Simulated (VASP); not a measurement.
# AlN in VASP: a series of runs, part 3 of 3

VASP 6.6.1. Earlier steps stand in the parts before.

## (4) Single point, PBEsol (atoms displaced along a vibrational mode)

Input file INCAR:

```
PREC     = Accurate       # precision mode
ENCUT    = 520            # plane-wave cutoff, eV
EDIFF    = 1E-7           # SCF threshold, eV
ISMEAR   = 0              # smearing method
SIGMA    = 0.05           # smearing width, eV
LREAL    = F              # projectors in reciprocal space
LASPH    = T              # aspherical terms in the spheres
NELM     = 80             # most SCF steps
ALGO     = Normal         # electronic algorithm
ISIF     = 2              # what is computed and relaxed
LWAVE    = F              # write WAVECAR
LCHARG   = T              # write CHGCAR
GGA      = PS             # functional
LELF     = T              # ELF
LVHAR    = T            
NBANDS   = 26             # bands
```

Input file KPOINTS:

```
regular mesh
0
Gamma
  8 8 8
```

Input file POSCAR:

```
AlN
1.0
   -3.1135599857      0.0000000000      0.0000000000
    0.0000000000      5.3928440876      0.0000000000
    1.5567799928     -2.6964220438     -4.9833504711
Al N
4 4
Direct
    1.0162024212      0.3337814449      0.9984886819
    0.5162024212      0.8337814449      0.9984886819
    0.2322862607      0.9147072369      0.4984886819
    0.7322862607      0.4147072369      0.4984886819
    0.7931061905      0.1441855807      0.6165124308
    0.2931061905      0.6441855807      0.6165124308
    0.0734062403      0.7223268502      0.1165124308
    0.5734062403      0.2223268502      0.1165124308
```

Potentials or basis: VASP PAW PBE potentials, release 64 (Al, N).

Command:

```sh
$ cat potpaw_PBE.64/Al/POTCAR potpaw_PBE.64/N/POTCAR > POTCAR
$ mpirun -np 1 vasp_std > vasp.out
```

OUTCAR:

```text
PREC = Accurate
   ENCUT = 520
   EDIFF = 1E-7
   ISMEAR = 0
   LREAL = F
   LASPH = T
   NELM = 80
   ISIF = 2
   GGA = PS

 ion  position               nearest neighbor table
   1  0.016  0.334  0.998-   7 1.87   8 1.90   8 1.91   5 1.91   3 3.02   4 3.02   3 3.07   4 3.07
                             2 3.11   2 3.11   2 3.11   2 3.11   4 3.13   3 3.13
   2  0.516  0.834  0.998-   8 1.87   7 1.90   7 1.91   6 1.91   4 3.02   3 3.02   4 3.07   3 3.07
                             1 3.11   1 3.11   1 3.11   1 3.11   3 3.13   4 3.13
   3  0.232  0.915  0.498-   6 1.87   5 1.90   5 1.91   7 1.91   1 3.02   2 3.02   1 3.07   2 3.07
                             4 3.11   4 3.11   4 3.11   4 3.11   2 3.13   1 3.13
   4  0.732  0.415  0.498-   5 1.87   6 1.90   6 1.91   8 1.91   2 3.02   1 3.02   2 3.07   1 3.07
                             3 3.11   3 3.11   3 3.11   3 3.11   1 3.13   2 3.13
   5  0.793  0.144  0.617-   4 1.87   3 1.90   3 1.91   1 1.91
   6  0.293  0.644  0.617-   3 1.87   4 1.90   4 1.91   2 1.91
   7  0.073  0.722  0.117-   1 1.87   2 1.90   2 1.91   3 1.91
   8  0.573  0.222  0.117-   2 1.87   1 1.90   1 1.91   4 1.91

  LATTYP: Found a body centered orthorhombic cell.
 ALAT       =     3.1135599857
 B/A-ratio  =     1.7320508076
 C/A-ratio  =     3.2010627667

  Lattice vectors:

 A1 = (  -1.5567799928,   2.6964220438,   4.9833504711)
 A2 = (   1.5567799929,  -2.6964220438,   4.9833504711)
 A3 = (   1.5567799928,   2.6964220438,  -4.9833504711)

Analysis of symmetry for initial positions (statically):
=====================================================================
 Subroutine PRICEL returns following result:

  LATTYP: Found a hexagonal cell.
 ALAT       =     3.1135599857
 C/A-ratio  =     1.6005313834

  Lattice vectors:

 A1 = (   3.1135599857,  -0.0000000000,   0.0000000000)
 A2 = (  -1.5567799929,  -2.6964220438,   0.0000000000)
 A3 = (  -0.0000000000,   0.0000000000,  -4.9833504711)

   2 primitive cells build up your supercell.

[... 162 lines left out ...]
   LORBIT       =      0    0 simple, 1 ext, 2 COOP (PROOUT), +10 PAW based schemes
   GGA     = PS    functional components
   LHFCALC =     F    Hartree Fock is set to
   AEXX    =    0.0000 exact exchange contribution
   IVDW    =     0    specifies the selected vdW correction
   LEPSILON=     F    determine dielectric tensor
   LRPA    =     F    only Hartree local field effects (RPA)
 non-spin polarized calculation
 Gauss-broadening in eV      SIGMA  =   0.05
  energy-cutoff  :      520.00
  volume of cell :       83.68
 maximum number of plane-waves:      2272
   NGX = 11   NGY = 21   NGZ = 21

 number of electron      31.9999998 magnetization

 Free energy of the ion-electron system (eV)
  ---------------------------------------------------
  ext. energy  EPLUGINS =         0.00000000
  ---------------------------------------------------
  free energy    TOTEN  =       -62.56951485 eV

  energy without entropy =      -62.56951485  energy(sigma->0) =      -62.56951485

 E-fermi :   6.3578     XC(G=0): -11.1014

 val. band max:        6.0720805358   @ k =   0.0000   0.0000   0.0000
 cond. band min:      10.1506705227   @ k =   0.0000   0.0000   0.0000
 fundamental gap:      4.0785899869
 Fermi energy:         6.3577876749

 k-point     1 :       0.0000    0.0000    0.0000
  band No.  band energies     occupation
      1      -9.1079      2.00000
      2      -6.9264      2.00000
      3      -6.7304      2.00000
      4      -6.7304      2.00000
      5       0.0052      2.00000
      6       0.3706      2.00000
[... 685 lines left out ...]
     25      16.9738      0.00000
     26      17.2020      0.00000

 [... further k-points ...]

------------------------ aborting loop because EDIFF is reached ----------------------------------------

  FORCE on cell =-STRESS in cart. coord.  units (eV):
  Direction    XX          YY          ZZ          XY          YZ          ZX
  --------------------------------------------------------------------------------------
  -------------------------------------------------------------------------------------
  Total       -0.9283092      0.9115160      0.0211905     -0.1191010      0.0000000      0.0000000
  in kB      -17.7748819     17.4533315      0.4057471     -2.2804964      0.0000000      0.0000000
  external PRESSURE =       0.0280656 kB  Pullay stress =       0.0000000 kB

 VOLUME and BASIS-vectors are now :
 -----------------------------------------------------------------------------
  energy-cutoff  :      520.00
  volume of cell :       83.68
      direct lattice vectors                 reciprocal lattice vectors
    -3.113559986  0.000000000  0.000000000    -0.321175762  0.000000000 -0.100334103
     0.000000000  5.392844088  0.000000000     0.000000000  0.185430912 -0.100334103
     1.556779993 -2.696422044 -4.983350471     0.000000000  0.000000000 -0.200668206

 POSITION                                       TOTAL-FORCE (eV/Angst)
 -----------------------------------------------------------------------------------
      1.50398     -0.89232     -4.97582         0.283449     -0.274432      0.025605
     -0.05280      1.80411     -4.97582         0.283449     -0.274432      0.025605
      0.05280      3.58874     -2.48414        -0.283449      0.274432      0.025605
     -1.50398      0.89232     -2.48414        -0.283449      0.274432      0.025605
     -1.50961     -0.88481     -3.07230        -0.135783     -0.315813     -0.025605
      0.04717      1.81161     -3.07230        -0.135783     -0.315813     -0.025605
     -0.04717      3.58123     -0.58062         0.135783      0.315813     -0.025605
     -1.60395      0.88481     -0.58062         0.135783      0.315813     -0.025605
 -----------------------------------------------------------------------------------
    total drift:                                0.000005     -0.000023      0.000901

  FREE ENERGIE OF THE ION-ELECTRON SYSTEM (eV)
  ---------------------------------------------------
  free  energy   TOTEN  =       -62.5695148531 eV

  energy  without entropy=      -62.5695148531  energy(sigma->0) =      -62.56951485
```

OSZICAR:

```text
N       E                     dE             d eps       ncg     rms          rms(c)
DAV:   1     0.106326267863E+03    0.10633E+03   -0.14758E+04  7800   0.111E+03
DAV:   2    -0.619594674065E+02   -0.16829E+03   -0.15785E+03 10522   0.227E+02
DAV:   3    -0.713752276202E+02   -0.94158E+01   -0.93633E+01 10586   0.546E+01
DAV:   4    -0.714584865639E+02   -0.83259E-01   -0.83209E-01  9080   0.591E+00
DAV:   5    -0.714596277919E+02   -0.11412E-02   -0.11410E-02 10486   0.693E-01    0.165E+01
DAV:   6    -0.626668148968E+02    0.87928E+01   -0.26951E+01  9784   0.275E+01    0.600E+00
DAV:   7    -0.626424597383E+02    0.24355E-01   -0.14380E+00  9356   0.609E+00    0.405E+00
DAV:   8    -0.625803489336E+02    0.62111E-01   -0.17666E-01  9210   0.282E+00    0.711E-01
DAV:   9    -0.625689765366E+02    0.11372E-01   -0.41467E-02 10384   0.106E+00    0.351E-01
DAV:  10    -0.625696691658E+02   -0.69263E-03   -0.31079E-03  9018   0.292E-01    0.228E-01
DAV:  11    -0.625695174034E+02    0.15176E-03   -0.32203E-04  9340   0.102E-01    0.478E-02
DAV:  12    -0.625695160627E+02    0.13407E-05   -0.88084E-06  9782   0.197E-02    0.116E-02
DAV:  13    -0.625695147765E+02    0.12862E-05   -0.66695E-06  9688   0.141E-02    0.396E-03
DAV:  14    -0.625695148531E+02   -0.76597E-07   -0.18294E-07  7512   0.285E-03
   1 F= -.62569515E+02 E0= -.62569515E+02  d E =-.363739E-18
```

Wall time 4.1 min (1 thread of Intel Xeon Platinum 8488C (Sapphire Rapids), shared host); peak memory 0.36 GiB.

What came out:

| Quantity | Value |
| --- | --- |
| Free energy | -62.5695 eV |
| Pressure | 0.0 GPa |
| Largest force | 0.395 eV/Å |
| Band gap on the k mesh | 4.08 eV |

Forces in eV/Å, atoms in the order of the input:
```
Al   0.283 -0.274  0.026
Al   0.283 -0.274  0.026
Al  -0.283  0.274  0.026
Al  -0.283  0.274  0.026
N   -0.136 -0.316 -0.026
N   -0.136 -0.316 -0.026
N    0.136  0.316 -0.026
N    0.136  0.316 -0.026
```

Stress tensor (GPa, compression positive):
```
-1.78 -0.23  0.00
-0.23  1.75  0.00
 0.00  0.00  0.04
```

Caveat: the cell differs from its parent crystal (atoms displaced along a vibrational mode); the PAW data sets were made with another functional, which shifts forces and pressure a little.

## (5) Overview

| cell | gap on the mesh (eV) | pressure (GPa) | largest force (eV/Å) |
| --- | --- | --- | --- |
| as given, atomic positions A | 4.09 | 0.9 | 1.07 |
| as given, atomic positions B | 4.10 | 0.0 | 0.34 |
| as given, atomic positions C | 4.08 | 0.0 | 0.40 |

Alike in all rows: task single point; level PBEsol; potentials or basis VASP PAW PBE potentials, release 64 (Al, N); no spin polarisation; k mesh 8 × 8 × 8; cutoff (eV) 520; smearing gaussian 0.05 eV.

Caveats: the PAW data sets were made with another functional, which shifts forces and pressure a little.

Absolute energies hang on the potentials; compare differences alone.
